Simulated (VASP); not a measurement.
# Sr (Fm-3m) in VASP: a series of runs

Runs on Sr. Level: r2SCAN. Tasks: single point.

Everything below comes from runs of VASP 6.6.1. Logs are shortened: lines on timing, memory, paths and dates and some standing lists are left out, and cuts for length are marked.

## 1. The cell of the first run

Symmetry: Fm-3m, No. 225, cubic system. The conventional cell has a = 5.868 Å, b = 5.868 Å, c = 5.868 Å, α = 90.00°, β = 90.00°, γ = 90.00°. Within 5.4 Å of Sr (site symmetry m-3m) lie 12 Sr at 4.15 Å.

## 2. Single point, r2SCAN

POSCAR reads:

```
Sr
1.0
    0.0000000000      2.9340813374      2.9340813374
    2.9340813374      0.0000000000      2.9340813374
    2.9340813374      2.9340813374      0.0000000000
Sr
1
Direct
    0.0000000000      0.0000000000      0.0000000000
```

INCAR.step1 reads:

```
SYSTEM = Sr
PREC = Accurate
ENCUT = 520
ISMEAR = -1
SIGMA = 0.1
LREAL = .False.
LASPH = .True.
NELM = 100
NBANDS = 11
GGA = PE
ALGO = Normal
EDIFF = 1E-4
LWAVE = .True.
LCHARG = .False.
```

INCAR.step2 reads:

```
SYSTEM = Sr
PREC = Accurate
ENCUT = 520
EDIFF = 1E-7
ISMEAR = -1
SIGMA = 0.1
LREAL = .False.
LASPH = .True.
NELM = 100
ALGO = Normal
ISIF = 2
LWAVE = .False.
LCHARG = .False.
METAGGA = R2SCAN
LMIXTAU = .True.
NBANDS = 11
ISTART = 1
```

KPOINTS reads:

```
Automatic mesh
0
Gamma
  10 10 10
  0 0 0
```

Potentials or basis: VASP PAW PBE potentials, release 64 (Sr_sv).

The run is started by

```console
cat potpaw_PBE.64/Sr_sv/POTCAR > POTCAR
cp INCAR.step1 INCAR
mpirun -np 1 vasp_std > vasp.out
cp INCAR.step2 INCAR
mpirun -np 1 vasp_std > vasp.out
```

OUTCAR:

```text
SYSTEM = Sr
   PREC = Accurate
   ENCUT = 520
   EDIFF = 1E-7
   ISMEAR = -1
   LREAL = .False.
   LASPH = .True.
   NELM = 100
   ISIF = 2
   METAGGA = R2SCAN
   ISTART = 1

 ion  position               nearest neighbor table
   1  0.000  0.000  0.000-

  LATTYP: Found a face centered cubic cell.
 ALAT       =     5.8681626748

  Lattice vectors:

 A1 = (   0.0000000000,   2.9340813374,   2.9340813374)
 A2 = (   2.9340813374,   0.0000000000,   2.9340813374)
 A3 = (   2.9340813374,   2.9340813374,   0.0000000000)

Analysis of symmetry for initial positions (statically):
=====================================================================
 Subroutine PRICEL returns:
 Original cell was already a primitive cell.

 Routine SETGRP: Setting up the symmetry group for a
 face centered cubic supercell.

 Subroutine GETGRP returns: Found 48 space group operations
 (whereof 48 operations were pure point group operations)
 out of a pool of 48 trial point group operations.

The static configuration has the point symmetry O_h .

Analysis of symmetry for dynamics (positions and initial velocities):
=====================================================================
 Subroutine PRICEL returns:
 Original cell was already a primitive cell.

 Routine SETGRP: Setting up the symmetry group for a
 face centered cubic supercell.

 Subroutine GETGRP returns: Found 48 space group operations
 (whereof 48 operations were pure point group operations)
 out of a pool of 48 trial point group operations.

The dynamic configuration has the point symmetry O_h .

 Subroutine INISYM returns: Found 48 space group operations
 (whereof 48 operations are pure point group operations),
 and found     1 'primitive' translations

----------------------------------------------------------------------------------------

                                     Primitive cell

  volume of cell :      50.5180

  direct lattice vectors                    reciprocal lattice vectors
     0.000000000  2.934081337  2.934081337    -0.170411090  0.170411090  0.170411090
     2.934081337  0.000000000  2.934081337     0.170411090 -0.170411090  0.170411090
     2.934081337  2.934081337  0.000000000     0.170411090  0.170411090 -0.170411090

  length of vectors
     4.149417620  4.149417620  4.149417620     0.295160667  0.295160667  0.295160667

  position of ions in fractional coordinates (direct lattice)
     0.000000000  0.000000000  0.000000000

  ion indices of the primitive-cell ions
   primitive index   ion index
                 1           1

[... 78 lines left out ...]
   ISYM   =      2    0-nonsym 1-usesym 2-fastsym
   POTIM  = 0.5000    time-step for ionic-motion
   TEBEG  =    0.0;   TEEND  =   0.0 temperature during run
   PSTRESS=    0.0 pullay stress
   NELECT =      10.0000    total number of electrons
   NUPDOWN=      -1.0000    fix difference up-down
   EMIN   =  10.00;   EMAX   =-10.00  energy-range for DOS
   EFERMI =   0.00;   METHOD = LEGACY
   ISMEAR =    -1;   SIGMA  =   0.10  broadening in eV -4-tet -1-fermi 0-gaus
   EFERMI_NEDOS =   21; number of points for ismear=-14 and -15
   IALGO  =     38    algorithm
   IMIX   =      4    mixing-type and parameters
     AMIX     =   0.40;   BMIX     =  1.00
     AMIX_MAG =   1.60;   BMIX_MAG =  1.00
  volume/ion in A,a.u.               =      50.52       340.91
  Fermi-wavevector in a.u.,A,eV,Ry     =   0.954097  1.802983 12.385407  0.910302
  Thomas-Fermi vector in A             =   2.082813
   LORBIT       =      0    0 simple, 1 ext, 2 COOP (PROOUT), +10 PAW based schemes
   METAGGA = R2SCAN    functional components
   LHFCALC =     F    Hartree Fock is set to
   AEXX    =    0.0000 exact exchange contribution
   IVDW    =     0    specifies the selected vdW correction
   LEPSILON=     F    determine dielectric tensor
   LRPA    =     F    only Hartree local field effects (RPA)
 non-spin polarized calculation
  energy-cutoff  :      520.00
  volume of cell :       50.52
 maximum number of plane-waves:      1380
   NGX = 15   NGY = 15   NGZ = 15

 number of electron      10.0000000 magnetization

 Free energy of the ion-electron system (eV)
  ---------------------------------------------------
  ext. energy  EPLUGINS =         0.00000000
  ---------------------------------------------------
  free energy    TOTEN  =       -15.08931074 eV

  energy without entropy =      -15.05199310  energy(sigma->0) =      -15.07065192

 E-fermi :   1.9184     XC(G=0):  -8.0683

 val. band max:        1.8925166459   @ k =  -0.3000   0.4000   0.1000
 cond. band min:       1.9245344783   @ k =  -0.3000   0.4000   0.2000
 fundamental gap:      0.0320178324
 Fermi energy:         1.9184460188

 k-point     1 :       0.0000    0.0000    0.0000
  band No.  band energies     occupation
      1     -35.9401      2.00000
      2     -17.1818      2.00000
      3     -17.1818      2.00000
      4     -17.1818      2.00000
      5      -2.0462      2.00000
      6       4.7081      0.00000
      7       4.7081      0.00000
      8       4.7081      0.00000
      9       6.3915      0.00000
     10       6.3915      0.00000
     11       9.6774      0.00000
[... 309 lines left out ...]
 k-point    24 :       0.4000    0.3000    0.0000
  band No.  band energies     occupation
      1     -35.9160      2.00000
      2     -17.3912      2.00000
      3     -17.2656      2.00000
      4     -17.2569      2.00000
      5       0.4746      2.00000
      6       2.6523      0.00130
      7       3.4655      0.00000
      8       5.9849      0.00000
      9       6.3906      0.00000
     10       7.4735      0.00000
     11       9.5717      0.00000

 [... further k-points ...]

------------------------ aborting loop because EDIFF is reached ----------------------------------------

  FORCE on cell =-STRESS in cart. coord.  units (eV):
  Direction    XX          YY          ZZ          XY          YZ          ZX
  --------------------------------------------------------------------------------------
  -------------------------------------------------------------------------------------
  Total        0.5410902      0.5410902      0.5410902      0.0000000      0.0000000      0.0000000
  in kB       17.1606525     17.1606525     17.1606525      0.0000000      0.0000000      0.0000000
  external PRESSURE =      17.1606525 kB  Pullay stress =       0.0000000 kB

 VOLUME and BASIS-vectors are now :
 -----------------------------------------------------------------------------
  energy-cutoff  :      520.00
  volume of cell :       50.52
      direct lattice vectors                 reciprocal lattice vectors
     0.000000000  2.934081337  2.934081337    -0.170411090  0.170411090  0.170411090
     2.934081337  0.000000000  2.934081337     0.170411090 -0.170411090  0.170411090
     2.934081337  2.934081337  0.000000000     0.170411090  0.170411090 -0.170411090

 POSITION                                       TOTAL-FORCE (eV/Angst)
 -----------------------------------------------------------------------------------
      0.00000      0.00000      0.00000        -0.000000     -0.000000     -0.000000
 -----------------------------------------------------------------------------------
    total drift:                                0.000000      0.000000     -0.000000

  FREE ENERGIE OF THE ION-ELECTRON SYSTEM (eV)
  ---------------------------------------------------
  free  energy   TOTEN  =       -15.0893107390 eV

  energy  without entropy=      -15.0519930952  energy(sigma->0) =      -15.07065192
```

OUTCAR.step1:

```text
SYSTEM = Sr
   PREC = Accurate
   ENCUT = 520
   ISMEAR = -1
   LREAL = .False.
   LASPH = .True.
[... 552 lines left out ...]
 -----------------------------------------------------------------------------------
      0.00000      0.00000      0.00000        -0.000000      0.000000      0.000000
 -----------------------------------------------------------------------------------
    total drift:                                0.000000      0.000000      0.000000

  FREE ENERGIE OF THE ION-ELECTRON SYSTEM (eV)
  ---------------------------------------------------
  free  energy   TOTEN  =        -1.6438928485 eV

  energy  without entropy=       -1.6041644606  energy(sigma->0) =       -1.62402865
```

Wall time 60 s (1 thread of AMD EPYC 9R45 (Zen 5), shared host); peak memory 0.16 GiB.

Results:

```yaml
Free_energy: -15.0893 eV
Pressure: 1.7 GPa
```

Levels at points of the mesh, in eV from the Fermi level:
| k point | band 1 | band 2 | band 3 | band 4 | band 5 | band 6 | band 7 | band 8 | band 9 | band 10 |
| --- | --- | --- | --- | --- | --- | --- | --- | --- | --- | --- |
| (0.00, 0.00, 0.00) | -37.86 | -19.10 | -19.10 | -19.10 | -3.96 | 2.79 | 2.79 | 2.79 | 4.47 | 4.47 |
| (0.50, 0.00, 0.00) | -37.84 | -19.38 | -19.14 | -19.14 | -1.11 | 0.08 | 2.56 | 2.56 | 5.66 | 5.66 |
| (0.50, 0.50, 0.00) | -37.83 | -19.36 | -19.20 | -19.20 | -0.72 | 0.40 | 1.26 | 5.66 | 6.01 | 6.01 |

Caveat: the PAW data sets were made with another functional, which shifts forces and pressure a little.

[end of part 1 of 2]
